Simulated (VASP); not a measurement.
# GaAs in VASP: a series of runs

Runs on GaAs. Level: PBE. Tasks: single point, relaxation of cell and atoms.

Everything below comes from runs of VASP 6.6.1. Logs are shortened: lines on timing, memory, paths and dates and some standing lists are left out, and cuts for length are marked.

## 1. The cell of the first run

It takes space group P6/mmm (No. 191, hexagonal). The conventional cell has a = 2.933 Å, b = 2.933 Å, c = 5.250 Å, α = 90.00°, β = 90.00°, γ = 120.00°. Within 3.5 Å of Ga (site symmetry 6/mmm) lie 2 As at 2.63 Å and 6 Ga at 2.93 Å. As (site symmetry 6/mmm) has 2 Ga at 2.63 Å and 6 As at 2.93 Å within 3.5 Å.

The cell was generated, and may not be a known phase.

## 2. Single point, PBE

INCAR

```
PREC = Accurate
ENCUT = 520
EDIFF = 1E-7
ISMEAR = 0
SIGMA = 0.1
LREAL = False
LASPH = True
NELM = 100
ALGO = Normal
ISIF = 2
LWAVE = False
LCHARG = False
GGA = PE
NBANDS = 16
```

KPOINTS

```
Automatic mesh
0
Gamma
  6 6 6
```

POSCAR

```
GaAs
1.0
    2.9329561479      0.0000000000      0.0000000000
   -1.4664780739      2.5400145323      0.0000000000
    0.0000000000      0.0000000000      5.2502258283
Ga As
1 1
Direct
    0.0000000000      0.0000000000      0.8803089510
    0.0000000000      0.0000000000      0.3802941190
```

Potentials or basis: VASP PAW PBE potentials, release 64 (Ga_d, As).

The run is started by

```
$ cat potpaw_PBE.64/Ga_d/POTCAR potpaw_PBE.64/As/POTCAR > POTCAR
$ mpirun -np 1 vasp_std > vasp.out
```

OUTCAR:

```text
PREC = Accurate
   ENCUT = 520
   EDIFF = 1E-7
   ISMEAR = 0
   LREAL = False
   LASPH = True
   NELM = 100
   ISIF = 2
   GGA = PE

 ion  position               nearest neighbor table
   1  0.000  0.000  0.880-   2 2.63   2 2.63
   2  0.000  0.000  0.380-   1 2.63   1 2.63

  LATTYP: Found a hexagonal cell.
 ALAT       =     2.9329561479
 C/A-ratio  =     1.7900798933

  Lattice vectors:

 A1 = (   2.9329561479,   0.0000000000,   0.0000000000)
 A2 = (  -1.4664780739,   2.5400145323,   0.0000000000)
 A3 = (   0.0000000000,   0.0000000000,   5.2502258283)

Analysis of symmetry for initial positions (statically):
=====================================================================
 Subroutine PRICEL returns:
 Original cell was already a primitive cell.

 Routine SETGRP: Setting up the symmetry group for a
 hexagonal supercell.

 Subroutine GETGRP returns: Found 12 space group operations
 (whereof 12 operations were pure point group operations)
 out of a pool of 24 trial point group operations.

The static configuration has the point symmetry C_6v.

Analysis of symmetry for dynamics (positions and initial velocities):
=====================================================================
 Subroutine PRICEL returns:
 Original cell was already a primitive cell.

 Routine SETGRP: Setting up the symmetry group for a
 hexagonal supercell.

 Subroutine GETGRP returns: Found 12 space group operations
 (whereof 12 operations were pure point group operations)
 out of a pool of 24 trial point group operations.

The dynamic configuration has the point symmetry C_6v.

 Subroutine INISYM returns: Found 12 space group operations
 (whereof 12 operations are pure point group operations),
 and found     1 'primitive' translations

----------------------------------------------------------------------------------------

                                     Primitive cell

  volume of cell :      39.1129

  direct lattice vectors                    reciprocal lattice vectors
     2.932956148  0.000000000  0.000000000     0.340952933  0.196849267  0.000000000
    -1.466478074  2.540014532  0.000000000     0.000000000  0.393698535  0.000000000
     0.000000000  0.000000000  5.250225828     0.000000000  0.000000000  0.190467998

  length of vectors
     2.932956148  2.932956148  5.250225828     0.393698535  0.393698535  0.190467998

  position of ions in fractional coordinates (direct lattice)
     0.000000000  0.000000000  0.880308951
     0.000000000  0.000000000  0.380294119

  ion indices of the primitive-cell ions
   primitive index   ion index
                 1           1
                 2           2

----------------------------------------------------------------------------------------

 KPOINTS: Automatic mesh

Automatic generation of k-mesh.
 Grid dimensions read from file:
 generate k-points for:    6    6    6

 Generating k-lattice:

  Cartesian coordinates                     Fractional coordinates (reciprocal lattice)
     0.056825489  0.032808211  0.000000000     0.166666667  0.000000000  0.000000000
     0.000000000  0.065616422  0.000000000     0.000000000  0.166666667  0.000000000
     0.000000000  0.000000000  0.031744666     0.000000000  0.000000000  0.166666667

  Length of vectors
     0.065616422  0.065616422  0.031744666

  Shift w.r.t. Gamma in fractional coordinates (k-lattice)
     0.000000000  0.000000000  0.000000000

 Subroutine IBZKPT returns following result:
 ===========================================

 Found     28 irreducible k-points:

 Following reciprocal coordinates:
            Coordinates               Weight
  0.000000  0.000000  0.000000      1.000000
  0.166667  0.000000  0.000000      6.000000
  0.333333  0.000000  0.000000      6.000000
  0.500000  0.000000  0.000000      3.000000
  0.166667  0.166667  0.000000      6.000000
  0.333333  0.166667  0.000000     12.000000
[... 16 lines left out ...]
  0.166667  0.000000  0.500000      6.000000
  0.333333  0.000000  0.500000      6.000000
 [... further k-points ...]
   k-points           NKPTS =     28   k-points in BZ     NKDIM =     28   number of bands    NBANDS=     16
   number of dos      NEDOS =    301   number of ions     NIONS =      2
   total plane-waves  NPLWV =  23040
   dimension x,y,z NGX =    24 NGY =   24 NGZ =   40
   dimension x,y,z NGXF=    48 NGYF=   48 NGZF=   80
   ions per type =               1   1
   NGX,Y,Z   is equivalent  to a cutoff of  13.60, 13.60, 12.67 a.u.
   NGXF,Y,Z  is equivalent  to a cutoff of  27.21, 27.21, 25.33 a.u.
 SYSTEM =  unknown system
   PREC   = accura    normal or accurate (medium, high low for compatibility)
   ISTART =      0    job   : 0-new  1-cont  2-samecut
   ICHARG =      2    charge: 1-file 2-atom 10-const
   ISPIN  =      1    spin polarized calculation?
   LNONCOLLINEAR =      F non collinear calculations
   LSORBIT =      F    spin-orbit coupling
   LASPH  =      T    aspherical Exc in radial PAW
   ENCUT  =  520.0 eV  38.22 Ry    6.18 a.u.   5.45  5.45  9.76*2*pi/ulx,y,z
   NELM   =    100;   NELMIN=  2; NELMDL= -5     # of ELM steps
   EDIFF  = 0.1E-06   stopping-criterion for ELM
   LREAL  =      F    real-space projection
   EDIFFG = 0.1E-05   stopping-criterion for IOM
   NSW    =      0    number of steps for IOM
   IBRION =     -1    ionic relax: 0-MD 1-quasi-New 2-CG
   NFREE  =      0    steps in history (QN), initial steepest desc. (CG)
   ISIF   =      2    stress and relaxation
   ISYM   =      2    0-nonsym 1-usesym 2-fastsym
   POTIM  = 0.5000    time-step for ionic-motion
   TEBEG  =    0.0;   TEEND  =   0.0 temperature during run
   PSTRESS=    0.0 pullay stress
   NELECT =      18.0000    total number of electrons
   NUPDOWN=      -1.0000    fix difference up-down
   EMIN   =  10.00;   EMAX   =-10.00  energy-range for DOS
   EFERMI =   0.00;   METHOD = LEGACY
   ISMEAR =     0;   SIGMA  =   0.10  broadening in eV -4-tet -1-fermi 0-gaus
   EFERMI_NEDOS =   21; number of points for ismear=-14 and -15
   IALGO  =     38    algorithm
   IMIX   =      4    mixing-type and parameters
     AMIX     =   0.40;   BMIX     =  1.00
     AMIX_MAG =   1.60;   BMIX_MAG =  1.00
  volume/ion in A,a.u.               =      19.56       131.97
  Fermi-wavevector in a.u.,A,eV,Ry     =   1.263938  2.388496 21.735839  1.597539
  Thomas-Fermi vector in A             =   2.397269
   LORBIT       =      0    0 simple, 1 ext, 2 COOP (PROOUT), +10 PAW based schemes
   GGA     = PE    functional components
   LHFCALC =     F    Hartree Fock is set to
   AEXX    =    0.0000 exact exchange contribution
   IVDW    =     0    specifies the selected vdW correction
   LEPSILON=     F    determine dielectric tensor
   LRPA    =     F    only Hartree local field effects (RPA)
 non-spin polarized calculation
 Gauss-broadening in eV      SIGMA  =   0.10
  energy-cutoff  :      520.00
  volume of cell :       39.11
 maximum number of plane-waves:      1087
 NGX is ok and might be reduce to    24
   NGX = 11   NGY = 11   NGZ = 19

 number of electron      18.0000005 magnetization

 Free energy of the ion-electron system (eV)
  ---------------------------------------------------
  ext. energy  EPLUGINS =         0.00000000
  ---------------------------------------------------
  free energy    TOTEN  =        -7.21405936 eV

  energy without entropy =       -7.20486290  energy(sigma->0) =       -7.20946113

 E-fermi :   5.2976     XC(G=0): -10.6773

 val. band max:        5.1737630277   @ k =   0.3333   0.1667   0.1667
 cond. band min:       5.3158200632   @ k =   0.3333   0.3333   0.3333
 fundamental gap:      0.1420570355
 Fermi energy:         5.2975719473

 k-point     1 :       0.0000    0.0000    0.0000
  band No.  band energies     occupation
      1      -9.5534      2.00000
      2      -9.3804      2.00000
      3      -9.3804      2.00000
      4      -9.2258      2.00000
      5      -9.2258      2.00000
      6      -8.1284      2.00000
[... 8 lines left out ...]
     15      18.4847      0.00000
     16      18.4847      0.00000

 k-point     2 :       0.1667    0.0000    0.0000
  band No.  band energies     occupation
      1      -9.4963      2.00000
      2      -9.3950      2.00000
      3      -9.3251      2.00000
      4      -9.2654      2.00000
      5      -9.2337      2.00000
      6      -7.5481      2.00000
[... 8 lines left out ...]
     15      16.9226      0.00000
     16      18.0923      0.00000

 k-point     3 :       0.3333    0.0000    0.0000
  band No.  band energies     occupation
      1      -9.4828      2.00000
      2      -9.3485      2.00000
      3      -9.3405      2.00000
      4      -9.2495      2.00000
      5      -9.2123      2.00000
      6      -5.8651      2.00000
[... 8 lines left out ...]
     15      15.7154      0.00000
     16      18.7831      0.00000

 k-point     4 :       0.5000    0.0000    0.0000
  band No.  band energies     occupation
      1      -9.5070      2.00000
      2      -9.3762      2.00000
      3      -9.3020      2.00000
      4      -9.2573      2.00000
      5      -9.1547      2.00000
      6      -4.2014      2.00000
[... 8 lines left out ...]
     15      16.7574      0.00000
     16      18.4089      0.00000
[... 324 lines left out ...]
 k-point    22 :       0.0000    0.0000    0.5000
  band No.  band energies     occupation
      1      -9.4643      2.00000
      2      -9.3804      2.00000
      3      -9.3804      2.00000
      4      -9.2266      2.00000
      5      -9.2266      2.00000
      6      -7.9316      2.00000
[... 8 lines left out ...]
     15      18.7867      0.00000
     16      18.7867      0.00000

 k-point    23 :       0.1667    0.0000    0.5000
  band No.  band energies     occupation
      1      -9.4396      2.00000
      2      -9.3832      2.00000
      3      -9.3251      2.00000
      4      -9.2723      2.00000
      5      -9.2346      2.00000
      6      -7.3351      2.00000
[... 8 lines left out ...]
     15      18.3269      0.00000
     16      20.2776      0.00000

 k-point    24 :       0.3333    0.0000    0.5000
  band No.  band energies     occupation
      1      -9.4780      2.00000
      2      -9.3477      2.00000
      3      -9.3123      2.00000
      4      -9.2505      2.00000
      5      -9.2123      2.00000
      6      -5.6739      2.00000
[... 8 lines left out ...]
     15      15.8455      0.00000
     16      17.2893      0.00000

 [... further k-points ...]

------------------------ aborting loop because EDIFF is reached ----------------------------------------

  FORCE on cell =-STRESS in cart. coord.  units (eV):
  Direction    XX          YY          ZZ          XY          YZ          ZX
  --------------------------------------------------------------------------------------
  -------------------------------------------------------------------------------------
  Total        0.0451107      0.0451107      0.0805261      0.0000000      0.0000000      0.0000000
  in kB        1.8478669      1.8478669      3.2985824      0.0000000      0.0000000      0.0000000
  external PRESSURE =       2.3314387 kB  Pullay stress =       0.0000000 kB

 VOLUME and BASIS-vectors are now :
 -----------------------------------------------------------------------------
  energy-cutoff  :      520.00
  volume of cell :       39.11
      direct lattice vectors                 reciprocal lattice vectors
     2.932956148  0.000000000  0.000000000     0.340952933  0.196849267  0.000000000
    -1.466478074  2.540014532  0.000000000     0.000000000  0.393698535  0.000000000
     0.000000000  0.000000000  5.250225828     0.000000000  0.000000000  0.190467998

 POSITION                                       TOTAL-FORCE (eV/Angst)
 -----------------------------------------------------------------------------------
      0.00000      0.00000      4.62182        -0.000000     -0.000000     -0.000305
      0.00000      0.00000      1.99663         0.000000      0.000000      0.000305
 -----------------------------------------------------------------------------------
    total drift:                               -0.000000     -0.000000      0.000332

  FREE ENERGIE OF THE ION-ELECTRON SYSTEM (eV)
  ---------------------------------------------------
  free  energy   TOTEN  =        -7.2140593596 eV

  energy  without entropy=       -7.2048628987  energy(sigma->0) =       -7.20946113
```

It took 21 s on 1 thread of Intel Xeon 8259CL, shared host; peak memory 0.16 GiB.

What came out:

```yaml
Free_energy: -7.2141 eV
Pressure: 0.2 GPa
Band_gap_on_the_k_mesh: zero (bands 9 and 10 overlap by 6.91 eV)
```

Caveat: the k points lie up to 0.41 Å⁻¹ apart, too coarse for converged energies and pressures of a metal.

[end of part 1 of 2]

The gap in the log of VASP goes by the Fermi energy; the results here count the filled bands.